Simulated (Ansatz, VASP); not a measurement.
In: VASP beside Ansatz

The input INCAR:

```
ALGO     = Normal         # electronic algorithm
EDIFF    = 1E-6           # SCF threshold, eV
ENCUT    = 520            # plane-wave cutoff, eV
GGA      = RP             # functional
ISIF     = 2              # what is computed and relaxed
ISMEAR   = -1             # smearing method
LASPH    = T              # aspherical terms in the spheres
LCHARG   = F              # write CHGCAR
LREAL    = F              # projectors in reciprocal space
LWAVE    = F              # write WAVECAR
NBANDS   = 12             # bands
NELM     = 80             # most SCF steps
PREC     = Accurate       # precision mode
SIGMA    = 0.1            # smearing width, eV
```

Contents of KPOINTS:

```
k-points
0
Gamma
  13 13 13
```

Contents of POSCAR:

```
In
1.0
   -1.9395633363      1.9395633363      1.9395633363
    1.9395633363     -1.9395633363      1.9395633363
    1.9395633363      1.9395633363     -1.9395633363
In
1
Direct
    0.0000000000      0.0000000000      0.0000000000
```

Input for Ansatz:

```yaml
crystal:
  lattice:
    - [-1.9395633363, 1.9395633363, 1.9395633363]
    - [1.9395633363, -1.9395633363, 1.9395633363]
    - [1.9395633363, 1.9395633363, -1.9395633363]
  atoms:
    - { symbol: In, position: [0.0, 0.0, 0.0] }
hamiltonian:
  xc: rpbe
  pseudopotentials:
    kind: paw
    azcp:
      In: "pseudopotentials/In.paw.azcp"
basis:
  ecutwfc: 420
  fft_grid_basis: typed
kpoints:
  mp_grid: { grid: [13, 13, 13], shift: [0, 0, 0] }
magnetization:
  spin_polarized: false
scf:
  occupations: { method: fermi_dirac, width: 0.1 }
  lower_state_search: "off"
output:
  stress: true
  write_density: true
  write_potential: true
  elf: true
  volumetric_format: npy
```

Alike in both runs: task single point; functional RPBE; k mesh 13 × 13 × 13; occupations fermi-dirac, width 0.1 eV; no spin polarisation.

|  | VASP | Ansatz |
| --- | --- | --- |
| version | VASP 6.6.1 | Ansatz 0.2.0 |
| potentials or method | VASP PAW PBE potentials, release 64 (In_d), cutoff 520 eV | plane waves (420 eV) with PAW, scalar-relativistic |
| valence electrons in the cell | 13 | 13 |

Ansatz gave:

- pressure (GPa): -0.1

Problem. Which values does VASP return?

Solution. Pressure (GPa): -0.2.

VASP's potentials were made for PBE, not for RPBE. The functional is the same, so the differences come from potentials, cutoffs and numerics.
